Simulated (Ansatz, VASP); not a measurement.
Two plane-wave programs on ZnSe

File INCAR:

```
  PREC = Accurate
  ENCUT = 600
  EDIFF = 1E-6
  ISMEAR = 0
  SIGMA = 0.02
  LREAL = F
  LASPH = T
  NELM = 80
  ALGO = Normal
  ISIF = 3
  LWAVE = F
  LCHARG = F
  GGA = CA
  IBRION = 2
  NSW = 100
  EDIFFG = -0.002
```

KPOINTS

```
regular mesh
0
Gamma
  8 8 8
```

The input POSCAR:

```
ZnSe
1.0
    0.0000000000      2.8324425400      2.8324425400
    2.8324425400      0.0000000000      2.8324425400
    2.8324425400      2.8324425400      0.0000000000
Zn Se
1 1
Direct
    0.0000000000      0.0000000000      0.0000000000
    0.2500000000      0.2500000000      0.2500000000
```

Input for Ansatz:

```yaml
crystal:
  lattice:
    - [0.0, 2.83244254, 2.83244254]
    - [2.83244254, 0.0, 2.83244254]
    - [2.83244254, 2.83244254, 0.0]
  atoms:
    - { symbol: Zn, position: [0.0, 0.0, 0.0] }
    - { symbol: Se, position: [0.25, 0.25, 0.25] }
basis:
  ecutwfc: 600.0
kpoints:
  mp_grid: { grid: [8, 8, 8] }
hamiltonian:
  xc: lda
  pseudopotentials: { kind: paw, azcp: { folder: soft_1 } }
scf:
  occupations: { method: gaussian, width: 0.02 }
output:
  forces: true
  stress: true
  eigenvalues: true
  write_density: true
  write_potential: true
  elf: true
  volumetric_format: npy
relax:
  adjacent_minimum: "off"
  f_tol: 0.002
  max_steps: 80
  cell: { stress_tol: 0.02 }
```

Alike in both runs: task relaxation of cell and atoms; functional LDA; k mesh 8 × 8 × 8; occupations gaussian, width 0.02 eV; no spin polarisation.

|  | VASP | Ansatz |
| --- | --- | --- |
| version | VASP 6.6.1 | Ansatz 0.2.0 |
| potentials or method | VASP PAW LDA potentials, release 64 (Zn, Se), cutoff 600 eV | scalar-relativistic, plane waves, PAW |
| valence electrons in the cell | 18 | 28 |

Ansatz gave:

- gap on the k mesh at the Fermi level, each at its own relaxed structure (eV): 1.25
- relaxed volume (Å³/atom): 21.57
- relaxed cell length with the largest relative difference (Å): 3.937

Task: Which values does VASP return?

Result: gap on the k mesh at the Fermi level, each at its own relaxed structure (eV): 1.27; relaxed volume (Å³/atom): 21.67; relaxed cell length with the largest relative difference (Å): 3.943.

Ansatz warns that its potentials were made for another functional, while VASP's fit it. LDA's correlation is that of Perdew and Zunger in VASP and of Perdew and Wang (1992) in Ansatz. VASP's potentials hold 18 valence electrons a cell and Ansatz's 28, so a difference there can come from the potentials and not from the codes.
